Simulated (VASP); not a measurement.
Here is a VASP 6.6.1 calculation.

INCAR

```
SYSTEM = AlN
  ALGO = Normal
  EDIFF = 1E-6
  ENCUT = 520
  GGA = CA
  ISIF = 2
  ISMEAR = 0
  LASPH = .True.
  LCHARG = .False.
  LREAL = .False.
  LWAVE = .False.
  NBANDS = 26
  NELM = 100
  PREC = Accurate
  SIGMA = 0.05
```

Contents of KPOINTS:

```
k-points
0
Gamma
  8 6 4
  0 0 0
```

File POSCAR:

```
AlN
1.0
   -1.6378403119      2.8368226349      0.0000000000
    0.0000000000      0.0000000000      4.1006264518
    4.9135209358      2.8368226349      0.0000000000
Al N
4 4
Direct
    0.3739389465      0.7500000000      0.0741733445
    1.0000000000      0.7500000000      0.6666666667
    0.0000000000      0.2500000000      0.3333333333
    0.5000000000      0.2500000000      0.8333333333
    0.5000000000      0.2500000000      0.1666666667
    1.0000000000      0.2500000000      0.6666666667
    0.0000000000      0.7500000000      0.3333333333
    0.5000000000      0.7500000000      0.8333333333
```

Potentials or basis: VASP PAW LDA potentials, release 64 (Al, N).

Run with:

```bash
$ cat potpaw_LDA.64/Al/POTCAR potpaw_LDA.64/N/POTCAR > POTCAR
$ mpirun -np 1 vasp_std > vasp.out
```

Q: What does it give for the largest force?

A: 24.790 eV/Å.

Q: Estimate the band gap on the k mesh.

A: 1.56 eV (least direct gap 1.63 eV).

Q: Predict the pressure.

A: 19.3 GPa.

Stress tensor (GPa, compression positive):
```
53.11 12.40  0.00
12.40  2.66  0.00
 0.00  0.00  1.98
```

Caveat: the cell differs from its parent crystal (atom 1 (Al) moved by -0.248 Å along [1 0 0] and -0.620 Å along [1 2 0]); the cell stands under pressure; forces of over 1 eV/Å act on the atoms, so gaps and moduli don't describe the material at rest. A k mesh can miss the band edges.
